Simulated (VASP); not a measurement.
## TiSi16 (a cell with a defect): single point with PBE

TiSi16 (a cell with a defect):

```
Si Ti
1.0
     0.00000    5.43000    5.43000
     5.43000    0.00000    5.43000
     5.43000    5.43000    0.00000
Si Ti
16 1
Direct
  0.02568 0.91253 0.96795
  0.95518 0.44161 0.98331
  0.15439 0.88163 0.39590
  0.16678 0.04967 0.58483
  0.85313 0.79718 0.83827
  0.17364 0.53587 0.10623
  0.05936 0.45994 0.48085
  0.20314 0.53601 0.62922
  0.30861 0.18227 0.04032
  0.64431 0.09232 0.12831
  0.50518 0.94073 0.56262
  0.54465 0.06843 0.77528
  0.54829 0.50667 0.05486
  0.53576 0.76574 0.16977
  0.59141 0.42865 0.51494
  0.65938 0.57367 0.67067
  0.78878 0.15040 0.30935
```

```
Program             : VASP 6.6.1
Task                : single point
Functional          : PBE
Potentials or basis : VASP PAW PBE potentials, release 64 (Si, Ti_sv)
Cutoff              : 520 eV
k mesh              : 2 × 2 × 2
Occupations         : fermi-dirac, width 0.05 eV
Spin                : no spin polarisation
```

```yaml
Pressure: -1.6 GPa
Largest_force: 2.706 eV/Å
Band_gap_on_the_k_mesh: zero (band 38 reaches 6.83 eV, above the bottom of band 39 at 6.56 eV)
```

Forces on the atoms (eV/Å):
```
Si  -0.081 -0.699 -0.369
Si  -0.006  1.076 -1.160
Si   0.767 -0.815  0.703
Si   1.147 -1.104  0.180
Si   1.122  0.265  1.143
Si   0.055  0.577  0.258
Si  -0.714 -0.375 -1.690
Si  -0.671  0.728  0.035
Si   2.020  0.587 -0.311
Si  -0.139 -0.706 -0.951
Si  -0.374  0.321  1.103
Si  -2.258 -1.080  1.028
Si  -0.793 -0.125 -0.355
Si   0.054  0.373 -0.593
Si  -0.277 -0.681 -0.394
Si  -0.344  1.241  0.636
Ti   0.490  0.416  0.737
```

Stress tensor (GPa, compression positive):
```
-4.36 -2.22 -0.17
-2.22 -0.12 -0.74
-0.17 -0.74 -0.25
```

Levels at points of the mesh, in eV from the Fermi level:
```
           k point  band 36  band 37  band 38  band 39  band 40  band 41
(0.00, 0.00, 0.00)    -0.72    -0.25    -0.12     0.14     0.39     0.50
(0.50, 0.00, 0.00)    -0.68    -0.41    -0.19     0.16     0.28     0.56
(0.00, 0.50, 0.00)    -0.56    -0.35    -0.19     0.07     0.36     0.56
(0.00, 0.00, 0.50)    -0.77    -0.68     0.01     0.22     0.36     0.59
(0.50, 0.50, 0.50)    -0.60    -0.40    -0.33    -0.05     0.26     0.45
(0.50, 0.50, 0.00)    -0.72    -0.44     0.22     0.40     0.58     0.89
(0.00, 0.50, 0.50)    -0.83    -0.50    -0.31    -0.05     0.52     0.93
(0.50, 0.00, 0.50)    -0.64    -0.40    -0.15     0.36     0.63     0.89
```

Wall time 4.2 min on 1 thread of Intel(R) Xeon(R) Platinum 8259CL CPU @ 2.50GHz (Skylake/Cascade Lake) (shared host), peak memory 0.5 GiB.

Caveat: the k points lie up to 0.50 Å⁻¹ apart.
